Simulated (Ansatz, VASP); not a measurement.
## One calculation of GdIrF, two programs

```
Gd Ir F
1.0
     3.89589    0.00000    0.00000
     0.00000    3.89589    0.00000
     0.00000    0.00000    7.30497
Gd Ir F
2 2 2
Direct
  0.50000 0.00000 0.78758
  0.00000 0.50000 0.21242
  0.00000 0.00000 0.50000
  0.50000 0.50000 0.50000
  0.00000 0.00000 0.00000
  0.50000 0.50000 0.00000
```

Alike in both runs: functional PBE; k mesh 4 × 4 × 4; occupations gaussian, width 0.1 eV; collinear spin.

Ansatz relaxed the structure, and its values are those at the end. VASP's run is a single point on that final structure, the one shown.

|  | VASP | Ansatz |
| --- | --- | --- |
| version | VASP 6.6.1 | Ansatz 0.2.0 |
| potentials or method | VASP PAW PBE potentials, release 64 (Gd, Ir, F), cutoff 520 eV | scalar-relativistic, plane waves, PAW |
| valence electrons in the cell | 68 | 84 |

```tsv
	VASP	Ansatz	Ansatz less VASP
gap on the k mesh at the Fermi level (eV)	none	none	-
pressure (GPa)	-0.1	0.0	+0.12
rms of the force components (eV/Å)	0.007	0.004	-0.0037
net moment per atom (μB)	2.32	2.32	-0.001
size of the moment on the site where the two differ most (μB)	6.74	6.80	+0.059
```

Site moments also hang on the region over which each program counts them. A gap of «none» marks a metal or a gap that the smearing closes. VASP's potentials hold 68 valence electrons a cell and Ansatz's 84, so a difference there can come from the potentials and not from the codes.

The k mesh is coarse, so the values compare programs but aren't converged. Spin-orbit coupling is off throughout.
